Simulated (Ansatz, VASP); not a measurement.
## W in VASP and in Ansatz

```
W
1.0
     0.00000    2.03000    2.03000
     2.03000    0.00000    2.03000
     2.03000    2.03000    0.00000
W
1
Direct
  0.00000 0.00000 0.00000
```

Alike in both runs: task single point; functional PBE; k mesh 15 × 15 × 15; occupations fermi-dirac, width 0.15 eV; no spin polarisation.

|  | VASP | Ansatz |
| --- | --- | --- |
| version | VASP 6.6.1 | Ansatz 0.2.0 |
| potentials or method | VASP PAW PBE potentials, release 64 (W_sv), cutoff 500 eV | plane waves, PAW |
| valence electrons in the cell | 14 | 14 |

VASP gave:

- pressure (GPa): -4.0

Q: What did Ansatz give for the same quantities?

A: Pressure (GPa): -4.4.

Spin-orbit coupling is off throughout.
